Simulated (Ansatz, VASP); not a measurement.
**One calculation of ZnGe2N, two programs**

```
CELL_PARAMETERS angstrom
4.20184 0.00000 0.00000
-2.10092 3.63890 0.00000
0.00000 0.00000 4.05878
ATOMIC_POSITIONS crystal
Zn 0.00000 0.00000 0.25149
Ge 0.33333 0.66667 0.64929
Ge 0.66667 0.33333 0.64929
N 0.00000 0.00000 0.74176
```

Alike in both runs: task relaxation of cell and atoms; functional PBE; k mesh 6 × 6 × 4; occupations gaussian, width 0.1 eV; no spin polarisation.

|  | VASP | Ansatz |
| --- | --- | --- |
| version | VASP 6.6.1 | Ansatz 0.2.0 |
| potentials or method | VASP PAW PBE potentials, release 64 (Zn, Ge_d, N), cutoff 600 eV | scalar-relativistic, plane waves, PAW |
| valence electrons in the cell | 45 | 45 |

Ansatz gave:

* gap on the k mesh at the Fermi level, each at its own relaxed structure (eV): none
* relaxed volume (Å³/atom): 17.45
* relaxed length of the cell vector where the two differ most in proportion (Å): 3.612

Which values does VASP return?

gap on the k mesh at the Fermi level, each at its own relaxed structure (eV): none; relaxed volume (Å³/atom): 17.53; relaxed length of the cell vector where the two differ most in proportion (Å): 3.630.

A gap of «none» marks a metal or a gap that the smearing closes.

The k mesh is coarse, so the values compare programs but aren't converged.
